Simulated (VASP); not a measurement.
RuSe, 2 atoms in the cell. Symmetry: F-43m, No. 216, cubic system. Conventional cell: a = 5.504 Å, b = 5.504 Å, c = 5.504 Å, α = 90.00°, β = 90.00°, γ = 90.00°. Within 3.1 Å of Ru (site symmetry -43m) lie 4 Se at 2.38 Å. Within 3.1 Å of Se (site symmetry -43m) lie 4 Ru at 2.38 Å. 

- Program: VASP 6.6.1
- Task: single point
- Functional: PBE
- Potentials or basis: VASP PAW PBE potentials, release 64 (Ru_pv, Se)
- Cutoff: 520 eV
- k mesh: 10 × 10 × 10
- Occupations: gaussian, width 0.01 eV
- Spin: no spin polarisation
- Dipole correction: no
- Further INCAR settings: ALGO = Normal; EDIFF = 1e-07; NBANDS = 17

Potentials or basis: VASP PAW PBE potentials, release 64 (Ru_pv, Se).

Run with:

```console
$ cat potpaw_PBE.64/Ru_pv/POTCAR potpaw_PBE.64/Se/POTCAR > POTCAR
$ mpirun -np 1 vasp_std > vasp.out
```

Hardware: 1 thread of AMD EPYC 7R13, on a shared host.

Estimate the wall time of this run.

Run time: 70 s on 1 thread of AMD EPYC 7R13 (shared host), peak memory 0.16 GiB. Counts: scf iterations 14, k points 47.
